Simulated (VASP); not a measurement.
**MoS2: single point with PBEsol+U**

MoS2, a slab with vacuum:

```
CELL_PARAMETERS angstrom
3.18413 0.00000 0.00000
-1.59206 2.75753 0.00000
0.00000 0.00000 17.33460
ATOMIC_POSITIONS crystal
Mo 0.00000 0.00000 0.00000
S 0.33333 0.66667 0.91051
S 0.33333 0.66667 0.08949
```

```
Program                : VASP 6.6.1
Task                   : single point
Functional             : PBEsol
Potentials or basis    : VASP PAW PBE potentials, release 64 (Mo_sv, S)
Cutoff                 : 520 eV
k mesh                 : 10 × 10 × 2
Occupations            : fermi-dirac, width 0.05 eV
Spin                   : no spin polarisation
Hubbard terms          : Mo d U = 6.0 eV
Dipole correction      : no
Further INCAR settings : ALGO = Normal; EDIFF = 1e-07; NBANDS = 20
```

* Largest force: 0.289 eV/Å
* Band gap on the k mesh: 1.70 eV, indirect (least direct gap 1.78 eV)

Forces in eV/Å, atoms in the order of the input:
```
Mo   0.000  0.000  0.000
S    0.000  0.000 -0.289
S    0.000  0.000  0.289
```

Levels at points of the mesh, in eV from the valence-band top:
| k point | band 11 | band 12 | band 13 | band 14 | band 15 | band 16 |
| --- | --- | --- | --- | --- | --- | --- |
| (0.00, 0.00, 0.00) | -1.41 | -1.41 | 0.00 | 2.85 | 2.85 | 3.09 |
| (0.50, 0.00, 0.00) | -1.80 | -1.03 | -0.72 | 2.37 | 2.75 | 3.95 |
| (0.00, 0.00, 0.50) | -1.41 | -1.41 | 0.00 | 2.85 | 2.85 | 3.09 |
| (0.50, 0.00, 0.50) | -1.80 | -1.03 | -0.72 | 2.37 | 2.75 | 3.95 |

Eigenvalues of the final occupation matrices:
```tsv
site	spin	trace	eigenvalues
site 1 d	1	1.93	0.37 0.37 0.38 0.38 0.43
site 1 d	2	1.93	0.37 0.37 0.38 0.38 0.43
```

It took 79 s on 1 thread of Intel(R) Xeon(R) 6975P-C (Granite Rapids), on a shared host, peak memory 0.28 GiB.

Caveat: the PAW data sets were made with another functional, which shifts forces and pressure a little.
